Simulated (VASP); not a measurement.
# Hg (C2/c) in VASP: single point with revPBE

Aim: the single point of Hg with revPBE.

Program: VASP 6.6.1. These are calculated values, not measurements. Logs are shortened: lines on timing, memory, paths and dates and some standing lists are left out, and cuts for length are marked.

## 1. The cell of the first run

The structure is monoclinic, space group C2/c (No. 15). Conventional cell: a = 5.286 Å, b = 13.922 Å, c = 7.438 Å, α = 90.00°, β = 110.56°, γ = 90.00°.

## 2. Single point, revPBE (128.13 Å³/atom)

Contents of INCAR:

```
SYSTEM = Hg
PREC     = Accurate       ! precision mode
ENCUT    = 520            ! plane-wave cutoff, eV
EDIFF    = 1E-6           ! SCF threshold, eV
ISMEAR   = -1             ! smearing method
SIGMA    = 0.1            ! smearing width, eV
LREAL    = .FALSE.        ! projectors in reciprocal space
LASPH    = .TRUE.         ! aspherical terms in the spheres
NELM     = 60             ! most SCF steps
ALGO     = Normal         ! electronic algorithm
ISIF     = 2              ! what is computed and relaxed
LWAVE    = .FALSE.        ! write WAVECAR
LCHARG   = .FALSE.        ! write CHGCAR
GGA      = RE             ! functional
NBANDS   = 19             ! bands
```

Contents of KPOINTS:

```
regular mesh
0
G
  8 8 6
  0 0 0
```

Contents of POSCAR:

```
Hg
1.0
   -4.9261364710      4.9179198516      2.6430781795
    4.9179198516     -4.9261364710      2.6430781795
    4.9288186679      4.9288186679     -2.6581269330
Hg
2
Direct
    0.9998496824      0.0001503176      0.0000000000
    0.7501503176      0.2498496824      0.5000000000
```

Potentials or basis: VASP PAW PBE potentials, release 64 (Hg).

Run with:

```sh
$ cat potpaw_PBE.64/Hg/POTCAR > POTCAR
$ mpirun -np 1 vasp_std > vasp.out
```

OUTCAR:

```text
SYSTEM = Hg
   PREC = Accurate
   ENCUT = 520
   EDIFF = 1E-6
   ISMEAR = -1
   LREAL = .FALSE.
   LASPH = .TRUE.
   NELM = 60
   ISIF = 2
   GGA = RE

 ion  position               nearest neighbor table
   1  1.000  0.000  0.000-
   2  0.750  0.250  0.500-

  Warning from LATTYP: Got some problem with cell dimensions!
  Tried to take original basis but could not verify dimensions!
  LATTYP: Found a base centered monoclinic cell.
 ALAT       =     5.2861691306
 B/A-ratio  =     2.6335892054
 C/A-ratio  =     1.4071614928
 COS(beta)  =    -0.3512440031

  Lattice vectors:

 A1 = (   4.9261364710,  -4.9179198516,  -2.6430781795)
 A2 = (  -4.9179198516,   4.9261364710,  -2.6430781795)
 A3 = (   4.9206020485,   4.9206020485,   2.6280294260)

Analysis of symmetry for initial positions (statically):
=====================================================================
 Subroutine PRICEL returns:
 Original cell was already a primitive cell.

 Routine SETGRP: Setting up the symmetry group for a
 base centered monoclinic supercell.

 Subroutine GETGRP returns: Found  4 space group operations
 (whereof  2 operations were pure point group operations)
 out of a pool of  4 trial point group operations.

The static configuration has the point symmetry C_2 .
 The point group associated with its full space group is C_2h.

Analysis of symmetry for dynamics (positions and initial velocities):
=====================================================================
 Subroutine PRICEL returns:
 Original cell was already a primitive cell.

 Routine SETGRP: Setting up the symmetry group for a
 base centered monoclinic supercell.

 Subroutine GETGRP returns: Found  4 space group operations
 (whereof  2 operations were pure point group operations)
 out of a pool of  4 trial point group operations.

The dynamic configuration has the point symmetry C_2 .
 The point group associated with its full space group is C_2h.

 Subroutine INISYM returns: Found  4 space group operations
 (whereof  2 operations are pure point group operations),
 and found     1 'primitive' translations

----------------------------------------------------------------------------------------

                                     Primitive cell

[... 82 lines left out ...]
   ISTART =      0    job   : 0-new  1-cont  2-samecut
   ICHARG =      2    charge: 1-file 2-atom 10-const
   ISPIN  =      1    spin polarized calculation?
   LNONCOLLINEAR =      F non collinear calculations
   LSORBIT =      F    spin-orbit coupling
   LASPH  =      T    aspherical Exc in radial PAW
   ENCUT  =  520.0 eV  38.22 Ry    6.18 a.u.  13.84 13.84 13.87*2*pi/ulx,y,z
   NELM   =     60;   NELMIN=  2; NELMDL= -5     # of ELM steps
   EDIFF  = 0.1E-05   stopping-criterion for ELM
   LREAL  =      F    real-space projection
   EDIFFG = 0.1E-04   stopping-criterion for IOM
   NSW    =      0    number of steps for IOM
   IBRION =     -1    ionic relax: 0-MD 1-quasi-New 2-CG
   NFREE  =      0    steps in history (QN), initial steepest desc. (CG)
   ISIF   =      2    stress and relaxation
   ISYM   =      2    0-nonsym 1-usesym 2-fastsym
   POTIM  = 0.5000    time-step for ionic-motion
   TEBEG  =    0.0;   TEEND  =   0.0 temperature during run
   PSTRESS=    0.0 pullay stress
   NELECT =      24.0000    total number of electrons
   NUPDOWN=      -1.0000    fix difference up-down
   EMIN   =  10.00;   EMAX   =-10.00  energy-range for DOS
   EFERMI =   0.00;   METHOD = LEGACY
   ISMEAR =    -1;   SIGMA  =   0.10  broadening in eV -4-tet -1-fermi 0-gaus
   EFERMI_NEDOS =   21; number of points for ismear=-14 and -15
   IALGO  =     38    algorithm
   IMIX   =      4    mixing-type and parameters
     AMIX     =   0.40;   BMIX     =  1.00
     AMIX_MAG =   1.60;   BMIX_MAG =  1.00
  volume/ion in A,a.u.               =     128.13       864.69
  Fermi-wavevector in a.u.,A,eV,Ry     =   0.743443  1.404904  7.520042  0.552707
  Thomas-Fermi vector in A             =   1.838560
   LORBIT       =      0    0 simple, 1 ext, 2 COOP (PROOUT), +10 PAW based schemes
   GGA     = RE    functional components
   LHFCALC =     F    Hartree Fock is set to
   AEXX    =    0.0000 exact exchange contribution
   IVDW    =     0    specifies the selected vdW correction
   LEPSILON=     F    determine dielectric tensor
   LRPA    =     F    only Hartree local field effects (RPA)
 non-spin polarized calculation
  energy-cutoff  :      520.00
  volume of cell :      256.27
 maximum number of plane-waves:      6925
   NGX = 27   NGY = 27   NGZ = 27

 number of electron      23.9999999 magnetization

 Free energy of the ion-electron system (eV)
  ---------------------------------------------------
  ext. energy  EPLUGINS =         0.00000000
  ---------------------------------------------------
  free energy    TOTEN  =        -0.02443291 eV

  energy without entropy =       -0.02443291  energy(sigma->0) =       -0.02443291

 E-fermi :  -2.9897     XC(G=0):  -3.8532

 val. band max:       -5.1865644866   @ k =  -0.1250  -0.2500   0.1667
 cond. band min:      -0.8934838745   @ k =   0.5000   0.5000   0.5000
 fundamental gap:      4.2930806121
 Fermi energy:        -2.9896969265

 k-point     1 :       0.0000    0.0000    0.0000
  band No.  band energies     occupation
      1      -8.5859      2.00000
      2      -8.5783      2.00000
      3      -8.5743      2.00000
      4      -8.5720      2.00000
      5      -8.5587      2.00000
      6      -8.5587      2.00000
[... 505 lines left out ...]
      6      -8.5610      2.00000
[... 11 lines left out ...]
     18       1.6521      0.00000
     19       3.3791      0.00000

 [... further k-points ...]

------------------------ aborting loop because EDIFF is reached ----------------------------------------

  FORCE on cell =-STRESS in cart. coord.  units (eV):
  Direction    XX          YY          ZZ          XY          YZ          ZX
  --------------------------------------------------------------------------------------
  -------------------------------------------------------------------------------------
  Total        0.0073084      0.0073084      0.0015567     -0.0002861     -0.0001072     -0.0001072
  in kB        0.0456917      0.0456917      0.0097326     -0.0017887     -0.0006702     -0.0006700
  external PRESSURE =       0.0337053 kB  Pullay stress =       0.0000000 kB

 VOLUME and BASIS-vectors are now :
 -----------------------------------------------------------------------------
  energy-cutoff  :      520.00
  volume of cell :      256.27
      direct lattice vectors                 reciprocal lattice vectors
    -4.926136471  4.917919852  2.643078179     0.000261614  0.101845754  0.189332080
     4.917919852 -4.926136471  2.643078179     0.101845754  0.000261614  0.189332080
     4.928818668  4.928818668 -2.658126933     0.101529296  0.101529296  0.000315627

 POSITION                                       TOTAL-FORCE (eV/Angst)
 -----------------------------------------------------------------------------------
     -4.92466      4.91644      2.64308         0.000025     -0.000025     -0.000000
     -0.00219      4.92279      1.31401        -0.000025      0.000025      0.000000
 -----------------------------------------------------------------------------------
    total drift:                                0.000000     -0.000000      0.000000

  FREE ENERGIE OF THE ION-ELECTRON SYSTEM (eV)
  ---------------------------------------------------
  free  energy   TOTEN  =        -0.0244329065 eV

  energy  without entropy=       -0.0244329059  energy(sigma->0) =       -0.02443291
```

OSZICAR:

```text
N       E                     dE             d eps       ncg     rms          rms(c)
DAV:   1     0.156895484536E+03    0.15690E+03   -0.85967E+03  4332   0.942E+02
DAV:   2     0.849846658555E+01   -0.14840E+03   -0.14066E+03  5288   0.217E+02
DAV:   3     0.127341869897E-01   -0.84857E+01   -0.84642E+01  4701   0.580E+01
DAV:   4    -0.245996658141E-01   -0.37334E-01   -0.37327E-01  4755   0.452E+00
DAV:   5    -0.248700384072E-01   -0.27037E-03   -0.27036E-03  4822   0.310E-01    0.247E-01
DAV:   6    -0.244548631035E-01    0.41518E-03   -0.21851E-03  4614   0.380E-01    0.492E-02
DAV:   7    -0.244151845181E-01    0.39679E-04   -0.17779E-04  4636   0.960E-02    0.308E-02
DAV:   8    -0.244353530916E-01   -0.20169E-04   -0.79236E-05  4407   0.787E-02    0.482E-03
DAV:   9    -0.244338645216E-01    0.14886E-05   -0.94782E-07  3983   0.879E-03    0.159E-03
DAV:  10    -0.244329065185E-01    0.95800E-06   -0.83314E-07  3512   0.541E-03
   1 F= -.24432907E-01 E0= -.24432906E-01  d E =-.598964E-09
```

stdout:

```text
POSCAR found type information on POSCAR Hg
 POSCAR found :  1 types and       2 ions
 scaLAPACK will be used
 -----------------------------------------------------------------------------
|                                                                             |
|                                                                             |
|     You enforced a specific xc type in the INCAR file but a different       |
|     I HOPE YOU KNOW WHAT YOU ARE DOING!                                     |
|                                                                             |
 -----------------------------------------------------------------------------

 LDA part: xc-table for (Slater+PW92), standard interpolation
 POSCAR, INCAR and KPOINTS ok, starting setup
 FFT: planning ... GRIDC
 FFT: planning ... GRID_SOFT
 FFT: planning ... GRID
 WAVECAR not read
 entering main loop
```

It took 11 min on 1 thread of Intel Xeon 8259CL, shared host; peak memory 0.72 GiB.

What came out:

```
Free energy            : -0.0244 eV
Pressure               : 0.0 GPa
Band gap on the k mesh : 4.29 eV (least direct gap 4.60 eV)
```

Levels at points of the mesh, in eV from the valence-band top:
```csv
k point,band 9,band 10,band 11,band 12,band 13,band 14,band 15,band 16
"(0.00, 0.00, 0.00)",-3.37,-3.35,-0.71,-0.08,5.00,5.01,6.91,6.91
"(0.50, 0.00, 0.00)",-3.36,-3.36,-0.30,-0.07,4.54,5.08,5.25,6.06
"(0.50, 0.50, 0.00)",-3.36,-3.36,-0.41,-0.41,5.25,5.26,5.70,5.70
"(0.00, 0.00, 0.50)",-3.36,-3.36,-0.41,-0.41,5.26,5.26,5.70,5.70
"(0.50, 0.00, 0.50)",-3.36,-3.36,-0.30,-0.07,4.53,5.08,5.25,6.08
"(0.50, 0.50, 0.50)",-3.37,-3.37,-0.38,-0.38,4.29,4.29,6.88,6.88
```

Caveat: the atoms stand far beyond bonding distance; the PAW data sets were made with another functional, which shifts forces and pressure a little; spin-orbit coupling is left out, which moves the levels of the heavy elements. A k mesh can miss the band edges.
